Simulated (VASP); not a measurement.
# As (R-3m) in VASP: notebook

The runs below take As through single point, with LDA.

Program: VASP 6.6.1. These are calculated values, not measurements. Logs are shortened: lines on timing, memory, paths and dates and some standing lists are left out, and cuts for length are marked.

## Step 1: The cell of the first run

It takes space group R-3m (No. 166, trigonal). Conventional cell: a = 3.760 Å, b = 3.760 Å, c = 10.457 Å, α = 90.00°, β = 90.00°, γ = 120.00°. Within 3.3 Å of As (site symmetry 3m) lie 6 As at 2.52 to 3.10 Å.

## Step 2: Single point, LDA

The input, INCAR:

```
SYSTEM = As
PREC = Accurate
ENCUT = 510
EDIFF = 1E-6
ISMEAR = 0
SIGMA = 0.1
LREAL = .False.
LASPH = .True.
NELM = 120
ALGO = Normal
ISIF = 2
LWAVE = .False.
LCHARG = .False.
NBANDS = 22
GGA_COMPAT = .False.
```

The input, KPOINTS:

```
regular mesh
0
Gamma
  6 6 6
  0 0 0
```

The input, POSCAR:

```
As
1.0
    1.8797500000      1.0852741700      3.4857666700
   -1.8797500000      1.0852741700      3.4857666700
    0.0000000000     -2.1705483400      3.4857666700
As
2
Direct
    0.2275400000      0.2275400000      0.2275400000
    0.7724600000      0.7724600000      0.7724600000
```

Potentials or basis: VASP PAW LDA potentials, release 64 (As_d).

Run with:

```bash
cat potpaw_LDA.64/As_d/POTCAR > POTCAR
mpirun -np 1 vasp_std > vasp.out
```

OUTCAR:

```text
SYSTEM = As
   PREC = Accurate
   ENCUT = 510
   EDIFF = 1E-6
   ISMEAR = 0
   LREAL = .False.
   LASPH = .True.
   NELM = 120
   ISIF = 2

 ion  position               nearest neighbor table
   1  0.228  0.228  0.228-   2 2.52   2 2.52   2 2.52
   2  0.772  0.772  0.772-   1 2.52   1 2.52   1 2.52

  LATTYP: Found a trigonal (rhomboedric) cell.
 ALAT       =     4.1063182249
 COS(alpha) =     0.5808929386

  Lattice vectors:

 A1 = (   1.8797500000,   1.0852741700,   3.4857666700)
 A2 = (  -1.8797500000,   1.0852741700,   3.4857666700)
 A3 = (   0.0000000000,  -2.1705483400,   3.4857666700)

Analysis of symmetry for initial positions (statically):
=====================================================================
 Subroutine PRICEL returns:
 Original cell was already a primitive cell.

 Routine SETGRP: Setting up the symmetry group for a
 trigonal (rhombohedral) supercell.

 Subroutine GETGRP returns: Found 12 space group operations
 (whereof 12 operations were pure point group operations)
 out of a pool of 12 trial point group operations.

The static configuration has the point symmetry D_3d.

Analysis of symmetry for dynamics (positions and initial velocities):
=====================================================================
 Subroutine PRICEL returns:
 Original cell was already a primitive cell.

 Routine SETGRP: Setting up the symmetry group for a
 trigonal (rhombohedral) supercell.

 Subroutine GETGRP returns: Found 12 space group operations
 (whereof 12 operations were pure point group operations)
 out of a pool of 12 trial point group operations.

The dynamic configuration has the point symmetry D_3d.

 Subroutine INISYM returns: Found 12 space group operations
 (whereof 12 operations are pure point group operations),
 and found     1 'primitive' translations

----------------------------------------------------------------------------------------

                                     Primitive cell

  volume of cell :      42.6667

  direct lattice vectors                    reciprocal lattice vectors
     1.879750000  1.085274170  3.485766670     0.265992818  0.153571025  0.095626978
    -1.879750000  1.085274170  3.485766670    -0.265992818  0.153571025  0.095626978
     0.000000000 -2.170548340  3.485766670     0.000000000 -0.307142050  0.095626978

  length of vectors
     4.106318225  4.106318225  4.106318226     0.321684252  0.321684252  0.321684252

  position of ions in fractional coordinates (direct lattice)
     0.227540000  0.227540000  0.227540000
     0.772460000  0.772460000  0.772460000

  ion indices of the primitive-cell ions
   primitive index   ion index
                 1           1
                 2           2

----------------------------------------------------------------------------------------

 KPOINTS: regular mesh

Automatic generation of k-mesh.
 Grid dimensions read from file:
 generate k-points for:    6    6    6

 Generating k-lattice:

  Cartesian coordinates                     Fractional coordinates (reciprocal lattice)
     0.044332136  0.025595171  0.015937830     0.166666667  0.000000000  0.000000000
    -0.044332136  0.025595171  0.015937830     0.000000000  0.166666667  0.000000000
     0.000000000 -0.051190342  0.015937830     0.000000000  0.000000000  0.166666667

  Length of vectors
     0.053614042  0.053614042  0.053614042

  Shift w.r.t. Gamma in fractional coordinates (k-lattice)
     0.000000000  0.000000000  0.000000000

 Subroutine IBZKPT returns following result:
 ===========================================

 Found     32 irreducible k-points:

 Following reciprocal coordinates:
            Coordinates               Weight
  0.000000  0.000000  0.000000      1.000000
  0.166667  0.000000  0.000000      6.000000
  0.333333  0.000000  0.000000      6.000000
  0.500000  0.000000  0.000000      3.000000
  0.166667  0.166667  0.000000      6.000000
  0.333333  0.166667  0.000000     12.000000
[... 16 lines left out ...]
  0.500000  0.500000  0.166667      6.000000
 -0.333333  0.500000  0.166667     12.000000
 [... further k-points ...]
   k-points           NKPTS =     32   k-points in BZ     NKDIM =     32   number of bands    NBANDS=     22
   number of dos      NEDOS =    301   number of ions     NIONS =      2
   total plane-waves  NPLWV =  27000
   dimension x,y,z NGX =    30 NGY =   30 NGZ =   30
   dimension x,y,z NGXF=    60 NGYF=   60 NGZF=   60
   ions per type =               2
   NGX,Y,Z   is equivalent  to a cutoff of  12.15, 12.15, 12.15 a.u.
   NGXF,Y,Z  is equivalent  to a cutoff of  24.29, 24.29, 24.29 a.u.
 SYSTEM =  As
   PREC   = accura    normal or accurate (medium, high low for compatibility)
   ISTART =      0    job   : 0-new  1-cont  2-samecut
   ICHARG =      2    charge: 1-file 2-atom 10-const
   ISPIN  =      1    spin polarized calculation?
   LNONCOLLINEAR =      F non collinear calculations
   LSORBIT =      F    spin-orbit coupling
   LASPH  =      T    aspherical Exc in radial PAW
   ENCUT  =  510.0 eV  37.48 Ry    6.12 a.u.   7.56  7.56  7.56*2*pi/ulx,y,z
   NELM   =    120;   NELMIN=  2; NELMDL= -5     # of ELM steps
   EDIFF  = 0.1E-05   stopping-criterion for ELM
   LREAL  =      F    real-space projection
   EDIFFG = 0.1E-04   stopping-criterion for IOM
   NSW    =      0    number of steps for IOM
   IBRION =     -1    ionic relax: 0-MD 1-quasi-New 2-CG
   NFREE  =      0    steps in history (QN), initial steepest desc. (CG)
   ISIF   =      2    stress and relaxation
   ISYM   =      2    0-nonsym 1-usesym 2-fastsym
   POTIM  = 0.5000    time-step for ionic-motion
   TEBEG  =    0.0;   TEEND  =   0.0 temperature during run
   PSTRESS=    0.0 pullay stress
   NELECT =      30.0000    total number of electrons
   NUPDOWN=      -1.0000    fix difference up-down
   EMIN   =  10.00;   EMAX   =-10.00  energy-range for DOS
   EFERMI =   0.00;   METHOD = LEGACY
   ISMEAR =     0;   SIGMA  =   0.10  broadening in eV -4-tet -1-fermi 0-gaus
   EFERMI_NEDOS =   21; number of points for ismear=-14 and -15
   IALGO  =     38    algorithm
   IMIX   =      4    mixing-type and parameters
     AMIX     =   0.40;   BMIX     =  1.00
     AMIX_MAG =   1.60;   BMIX_MAG =  1.00
  volume/ion in A,a.u.               =      21.33       143.96
  Fermi-wavevector in a.u.,A,eV,Ry     =   1.455746  2.750961 28.833409  2.119196
  Thomas-Fermi vector in A             =   2.572745
   LORBIT       =      0    0 simple, 1 ext, 2 COOP (PROOUT), +10 PAW based schemes
   GGA     = CA    functional components
   LHFCALC =     F    Hartree Fock is set to
   AEXX    =    0.0000 exact exchange contribution
   IVDW    =     0    specifies the selected vdW correction
   LEPSILON=     F    determine dielectric tensor
   LRPA    =     F    only Hartree local field effects (RPA)
 non-spin polarized calculation
 Gauss-broadening in eV      SIGMA  =   0.10
  energy-cutoff  :      510.00
  volume of cell :       42.67
 maximum number of plane-waves:      1124
   NGX = 15   NGY = 15   NGZ = 15

 number of electron      29.9999999 magnetization

 Free energy of the ion-electron system (eV)
  ---------------------------------------------------
  ext. energy  EPLUGINS =         0.00000000
  ---------------------------------------------------
  free energy    TOTEN  =       -10.80632919 eV

  energy without entropy =      -10.80475976  energy(sigma->0) =      -10.80554447

 E-fermi :   3.8094     XC(G=0): -11.0409

 val. band max:        3.4636004954   @ k =   0.5000   0.0000   0.0000
 cond. band min:       3.8094129663   @ k =   0.3333   0.1667   0.1667
 fundamental gap:      0.3458124709
 Fermi energy:         3.8093856303

 k-point     1 :       0.0000    0.0000    0.0000
  band No.  band energies     occupation
      1     -32.5857      2.00000
      2     -32.5857      2.00000
      3     -32.5390      2.00000
      4     -32.5390      2.00000
      5     -32.5103      2.00000
      6     -32.4710      2.00000
[... 14 lines left out ...]
     21      11.0170      0.00000
     22      12.6587      0.00000

 k-point     2 :       0.1667    0.0000    0.0000
  band No.  band energies     occupation
      1     -32.5824      2.00000
      2     -32.5776      2.00000
      3     -32.5363      2.00000
      4     -32.5333      2.00000
      5     -32.5079      2.00000
      6     -32.4749      2.00000
[... 14 lines left out ...]
     21      10.7930      0.00000
     22      14.5558      0.00000

 k-point     3 :       0.3333    0.0000    0.0000
  band No.  band energies     occupation
      1     -32.5750      2.00000
      2     -32.5567      2.00000
      3     -32.5302      2.00000
      4     -32.5189      2.00000
      5     -32.5014      2.00000
      6     -32.4855      2.00000
[... 14 lines left out ...]
     21      12.8982      0.00000
     22      16.1286      0.00000

 k-point     4 :       0.5000    0.0000    0.0000
  band No.  band energies     occupation
      1     -32.5709      2.00000
      2     -32.5414      2.00000
      3     -32.5230      2.00000
      4     -32.5048      2.00000
      5     -32.5039      2.00000
      6     -32.4975      2.00000
[... 14 lines left out ...]
     21      15.3481      0.00000
     22      15.5249      0.00000

 k-point     5 :       0.1667    0.1667    0.0000
  band No.  band energies     occupation
      1     -32.5851      2.00000
      2     -32.5734      2.00000
      3     -32.5369      2.00000
      4     -32.5323      2.00000
      5     -32.5074      2.00000
      6     -32.4761      2.00000
[... 417 lines left out ...]
 k-point    22 :      -0.1667    0.3333    0.1667
  band No.  band energies     occupation
      1     -32.5797      2.00000
      2     -32.5376      2.00000
      3     -32.5251      2.00000
      4     -32.5128      2.00000
      5     -32.5007      2.00000
      6     -32.4966      2.00000
[... 14 lines left out ...]
     21      14.3418      0.00000
     22      15.9486      0.00000

 k-point    23 :       0.5000    0.5000    0.1667
  band No.  band energies     occupation
      1     -32.5805      2.00000
      2     -32.5521      2.00000
      3     -32.5308      2.00000
      4     -32.5170      2.00000
      5     -32.4999      2.00000
      6     -32.4876      2.00000
[... 14 lines left out ...]
     21      15.5109      0.00000
     22      15.8124      0.00000

 k-point    24 :      -0.3333    0.5000    0.1667
  band No.  band energies     occupation
      1     -32.5794      2.00000
      2     -32.5411      2.00000
      3     -32.5251      2.00000
      4     -32.5139      2.00000
      5     -32.4980      2.00000
      6     -32.4938      2.00000
[... 14 lines left out ...]
     21      15.7813      0.00000
     22      16.8449      0.00000

 [... further k-points ...]
[... 5 lines left out ...]
  --------------------------------------------------------------------------------------
  -------------------------------------------------------------------------------------
  Total       -0.2428817     -0.2428817     -0.6351705     -0.0000000      0.0000000      0.0000000
  in kB       -9.1204499     -9.1204499    -23.8512857     -0.0000000      0.0000000      0.0000000
  external PRESSURE =     -14.0307285 kB  Pullay stress =       0.0000000 kB

 VOLUME and BASIS-vectors are now :
 -----------------------------------------------------------------------------
  energy-cutoff  :      510.00
  volume of cell :       42.67
      direct lattice vectors                 reciprocal lattice vectors
     1.879750000  1.085274170  3.485766670     0.265992818  0.153571025  0.095626978
    -1.879750000  1.085274170  3.485766670    -0.265992818  0.153571025  0.095626978
     0.000000000 -2.170548340  3.485766670     0.000000000 -0.307142050  0.095626978

 POSITION                                       TOTAL-FORCE (eV/Angst)
 -----------------------------------------------------------------------------------
      0.00000      0.00000      2.37945         0.000000      0.000000     -0.012489
      0.00000      0.00000      8.07785         0.000000     -0.000000      0.012489
 -----------------------------------------------------------------------------------
    total drift:                               -0.000000      0.000000     -0.000000

  FREE ENERGIE OF THE ION-ELECTRON SYSTEM (eV)
  ---------------------------------------------------
  free  energy   TOTEN  =       -10.8063291888 eV

  energy  without entropy=      -10.8047597555  energy(sigma->0) =      -10.80554447
```

Run time: 33 s. Hardware: 1 thread of AMD EPYC 7R43 (Zen 3), shared host; peak memory 0.11 GiB.

Results:

- Free energy: -10.8063 eV
- Pressure: -1.4 GPa
- Largest force: 0.012 eV/Å
- Band gap on the k mesh: zero (bands 15 and 16 overlap by 0.35 eV)

Forces in eV/Å, atoms in the order of the input:
```
As   0.000  0.000 -0.012
As   0.000  0.000  0.012
```

Levels at points of the mesh, in eV from the Fermi level:
| k point | band 11 | band 12 | band 13 | band 14 | band 15 | band 16 | band 17 | band 18 | band 19 | band 20 |
| --- | --- | --- | --- | --- | --- | --- | --- | --- | --- | --- |
| (0.00, 0.00, 0.00) | -15.07 | -5.84 | -2.53 | -1.98 | -1.98 | 1.77 | 2.95 | 2.95 | 6.84 | 6.84 |
| (0.50, 0.00, 0.00) | -12.31 | -11.16 | -2.73 | -2.72 | -0.36 | -0.35 | 0.24 | 1.24 | 8.98 | 9.34 |
| (0.50, 0.50, 0.00) | -12.28 | -9.69 | -6.09 | -4.27 | -4.12 | 1.50 | 5.45 | 6.76 | 7.28 | 10.83 |
| (0.50, 0.50, 0.50) | -13.70 | -10.15 | -1.69 | -1.69 | -0.62 | 0.69 | 0.69 | 1.76 | 8.07 | 10.68 |

## Step 3: Single point, LDA

This run uses another cell than the first one, of 20.37 Å³/atom.

Edit INCAR of step 2 so:

```diff
@@ -13,2 +13,3 @@
 LCHARG = .False.
+GGA = CA
 NBANDS = 22
```

The input, KPOINTS:

```
regular mesh
0
Gamma
  15 15 15
  0 0 0
```

The input, POSCAR:

```
As
1.0
    1.8798673509      1.0853419211      3.3282268062
   -1.8798673509      1.0853419211      3.3282268062
    0.0000000000     -2.1706838422      3.3282268062
As
2
Direct
    0.2305659808      0.2305659808      0.2305659808
    0.7694340192      0.7694340192      0.7694340192
```

Potentials or basis: VASP PAW LDA potentials, release 64 (As_d).

Run with:

```bash
cat potpaw_LDA.64/As_d/POTCAR > POTCAR
mpirun -np 1 vasp_std > vasp.out
```

It took 2.7 min on 1 thread of AMD EPYC 7R13 (Zen 3), shared host; peak memory 0.29 GiB.

The run converged. Its results:

| Quantity | Value |
| --- | --- |
| Free energy | -10.7791 eV |
| Pressure | 0.3 GPa |
| Largest force | 0.032 eV/Å |
| Band gap on the k mesh | zero (bands 15 and 16 overlap by 0.15 eV) |

Forces in eV/Å, atoms in the order of the input:
```
As   0.000  0.000  0.032
As   0.000  0.000 -0.032
```

Stress tensor (GPa, compression positive):
```
0.35 0.00 0.00
0.00 0.35 0.00
0.00 0.00 0.25
```

Levels at points of the mesh, in eV from the Fermi level:
```
           k point  band 12  band 13  band 14  band 15  band 16  band 17  band 18  band 19
(0.00, 0.00, 0.00)    -5.51    -2.41    -2.13    -2.13     2.14     3.16     3.16     6.50
```

The gap in the log of VASP goes by the Fermi energy; the results here count the filled bands.